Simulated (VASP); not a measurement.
Al: single point with PBEsol+D4

Al, a slab with vacuum:

```
Al
1.0
     4.91374    0.00000    0.00000
    -2.45687    4.25542    0.00000
     0.00000    0.00000   21.49968
Al
9
Direct
  0.00000 0.00000 0.32559
  0.33333 0.66667 0.32559
  0.66667 0.33333 0.32559
  0.33333 0.99944 0.43314
  0.66722 0.66722 0.43314
  0.99944 0.33333 0.43314
  0.66667 0.00000 0.54075
  0.00000 0.66667 0.54075
  0.33333 0.33333 0.54045
```

```json
{
 "Program": "VASP 6.6.1",
 "Task": "single point",
 "Functional": "PBEsol",
 "Dispersion": "D4",
 "Potentials or basis": "VASP PAW PBE potentials, release 64 (Al)",
 "Cutoff": "400 eV",
 "k mesh": "9 × 9 × 1",
 "Occupations": "methfessel-paxton, width 0.1 eV",
 "Spin": "no spin polarisation"
}
```

* Largest force: 0.020 eV/Å
* Band gap on the k mesh: zero (an odd number of electrons rules out a gap without spin polarisation)
* Dispersion energy per atom: -0.132 eV

Forces in eV/Å, atoms in the order of the input:
```
Al   0.001  0.002  0.018
Al   0.001 -0.002  0.018
Al  -0.002  0.000  0.018
Al  -0.007  0.012 -0.003
Al  -0.007 -0.012 -0.003
Al   0.014  0.000 -0.003
Al   0.000  0.000 -0.020
Al   0.000  0.000 -0.020
Al   0.000  0.000 -0.006
```

Levels at points of the mesh, in eV from the Fermi level:
| k point | band 10 | band 11 | band 12 | band 13 | band 14 | band 15 | band 16 | band 17 | band 18 | band 19 |
| --- | --- | --- | --- | --- | --- | --- | --- | --- | --- | --- |
| (0.00, 0.00, 0.00) | -2.77 | -1.73 | -1.73 | -0.93 | -0.92 | -0.92 | -0.92 | 0.33 | 1.61 | 1.62 |

It took 4.2 min on 1 thread of Intel Xeon 8259CL (shared host), peak memory 0.38 GiB.

Caveat: the PAW data sets were made with another functional, which shifts forces and pressure a little.
